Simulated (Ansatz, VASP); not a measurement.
**LaHg2: VASP beside Ansatz**

```
La Hg
1.0
     4.92671    0.00000    0.00000
    -2.46336    4.26666    0.00000
     0.00000    0.00000    3.62550
La Hg
1 2
Direct
  0.00000 0.00000 0.00000
  0.33333 0.66667 0.45000
  0.66667 0.33333 0.55000
```

Change from the starting cell: volume scaled by 0.98.

Alike in both runs: task single point; functional PBEsol; k mesh 10 × 10 × 11; occupations fermi-dirac, width 0.03 eV; no spin polarisation.

```csv
,VASP,Ansatz
version,VASP 6.6.1,Ansatz 0.2.0
potentials or method,"VASP PAW PBE potentials, release 64 (La, Hg), cutoff 520 eV","all-electron LAPW, scalar-relativistic"
```

|  | VASP | Ansatz | Ansatz less VASP |
| --- | --- | --- | --- |
| pressure (GPa) | 0.8 | 0.6 | -0.22 |
| traceless stress, the component that is largest in VASP (GPa) | -1.46 | -1.33 | +0.133 |
| rms of the force components (eV/Å) | 0.136 | 0.141 | +0.0055 |

VASP's potentials were made for PBE, not for PBEsol. Atom by atom the forces differ by 0.006 eV/Å (rms over components). Ansatz ran all-electron here, and VASP with PAW potentials.

Spin-orbit coupling is off throughout.
